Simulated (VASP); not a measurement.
**NaH: single point with PBE**

The system is NaH.

```
CELL_PARAMETERS angstrom
2.71461 0.00000 0.00000
-1.35730 2.35092 0.00000
0.00000 0.00000 4.63466
ATOMIC_POSITIONS crystal
Na 0.00000 0.00000 0.50000
H 0.00000 0.00000 0.00000
```

The cell was built from a structure type or drawn by symmetry, and may not be a known phase.

| Quantity | Value |
| --- | --- |
| Program | VASP 6.6.1 |
| Task | single point |
| Functional | PBE |
| Potentials or basis | VASP PAW PBE potentials, release 64 (Na_pv, H) |
| Cutoff | 520 eV |
| k mesh | 9 × 9 × 4 |
| Occupations | gaussian, width 0.1 eV |
| Spin | no spin polarisation |
| Dipole correction | no |
| Further INCAR settings | ALGO = Normal; EDIFF = 1e-06; NBANDS = 11 |

```
Pressure               : 5.1 GPa
Band gap on the k mesh : zero (bands 4 and 5 overlap by 2.90 eV)
```

Stress tensor (GPa, compression positive):
```
 16.85   0.00   0.00
  0.00  16.85   0.00
  0.00   0.00 -18.47
```

Levels at points of the mesh, in eV from the Fermi level:
| k point | band 2 | band 3 | band 4 | band 5 | band 6 | band 7 |
| --- | --- | --- | --- | --- | --- | --- |
| (0.00, 0.00, 0.00) | -25.57 | -25.55 | -5.05 | 0.93 | 3.07 | 16.65 |
| (0.00, 0.00, 0.50) | -25.57 | -25.55 | -4.01 | -2.28 | 8.83 | 10.42 |

It took 9.9 s on 1 thread of Intel Xeon 8259CL (shared host), peak memory 0.14 GiB.

Caveat: the cell stands under pressure.
